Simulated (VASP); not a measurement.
Set up this calculation in VASP 6.6.1, as the native input.

- Task: single point
- Functional: r2SCAN
- Potentials or basis: VASP PAW PBE potentials, release 64 (Cu)
- Cutoff: 520 eV
- k mesh: 28 × 28 × 28
- Occupations: gaussian, width 0.1 eV
- Spin: no spin polarisation
- Dipole correction: no
- Further INCAR settings: ALGO = Normal; EDIFF = 1e-07; NBANDS = 12

Crystal: Cu.

```
Cu
1.0
    -1.42088    1.42088    1.42088
     1.42088   -1.42088    1.42088
     1.42088    1.42088   -1.42088
Cu
1
Direct
  0.00000 0.00000 0.00000
```

These files were run (other wordings do the same):

POSCAR

```
Cu
1.0
   -1.4208761215      1.4208761215      1.4208761215
    1.4208761215     -1.4208761215      1.4208761215
    1.4208761215      1.4208761215     -1.4208761215
Cu
1
Direct
    0.0000000000      0.0000000000      0.0000000000
```

INCAR.step1

```
PREC = Accurate
ENCUT = 520
ISMEAR = 0
SIGMA = 0.1
LREAL = F
LASPH = T
NELM = 60
NBANDS = 12
GGA = PE
ALGO = Normal
EDIFF = 1E-4
LWAVE = T
LCHARG = F
```

INCAR.step2

```
PREC = Accurate
ENCUT = 520
EDIFF = 1E-7
ISMEAR = 0
SIGMA = 0.1
LREAL = F
LASPH = T
NELM = 60
ALGO = Normal
ISIF = 2
LWAVE = F
LCHARG = F
METAGGA = R2SCAN
LMIXTAU = T
NBANDS = 12
ISTART = 1
```

KPOINTS

```
regular mesh
0
Gamma
  28 28 28
```

Potentials or basis: VASP PAW PBE potentials, release 64 (Cu).

Command:

```bash
$ cat potpaw_PBE.64/Cu/POTCAR > POTCAR
$ cp INCAR.step1 INCAR
$ mpirun -np 1 vasp_std > vasp.out
$ cp INCAR.step2 INCAR
$ mpirun -np 1 vasp_std > vasp.out
```

Results of the run:

* Pressure: 0.7 GPa

Caveat: the PAW data sets were made with another functional, which shifts forces and pressure a little.

It took 5.7 min on 1 thread of Intel(R) Xeon(R) Platinum 8175M CPU @ 2.50GHz (Skylake/Cascade Lake), with other jobs on the host, peak memory 0.19 GiB.
